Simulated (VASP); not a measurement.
Input of a VASP 6.6.1 run:

Contents of INCAR:

```
PREC = Accurate
ENCUT = 520
EDIFF = 1E-6
ISMEAR = 0
SIGMA = 0.01
LREAL = F
LASPH = T
NELM = 150
ALGO = Normal
ISIF = 2
LWAVE = F
LCHARG = F
MAGMOM = 0 0 0 0 0 0 0 0 0 0 0 0 0 0 0
LORBIT = 11
LSORBIT = T
GGA_COMPAT = F
LORBMOM = T
LMAXMIX = 4
GGA = PE
NBANDS = 49
```

KPOINTS

```
regular mesh
0
Gamma
  1 1 1
```

File POSCAR:

```
ReOF3
1.0
   12.4800000000      0.0000000000      0.0000000000
    0.0000000000     12.5500000000      0.0000000000
    0.0000000000      0.0000000000      9.9200000000
Re O F
1 1 3
Direct
    0.5077724400      0.4998207200      0.5015403200
    0.6390825300      0.4998207200      0.5461068500
    0.4973036900      0.6410757000      0.4536290300
    0.3605769200      0.4998207200      0.5440453600
    0.4973036900      0.3585657400      0.4536290300
```

Potentials or basis: VASP PAW PBE potentials, release 64 (Re, O, F).

Run with:

```bash
$ cat potpaw_PBE.64/Re/POTCAR potpaw_PBE.64/O/POTCAR potpaw_PBE.64/F/POTCAR > POTCAR
$ mpirun -np 1 vasp_ncl > vasp.out
```

Estimate the largest force.

0.461 eV/Å.

Estimate the net moment.

0.00 μB per cell.

Moments on the atoms (μB; x, y, z):
```
Re  0.00 0.00 0.00
O   0.00 0.00 0.00
F   0.00 0.00 0.00
F   0.00 0.00 0.00
F   0.00 0.00 0.00
```
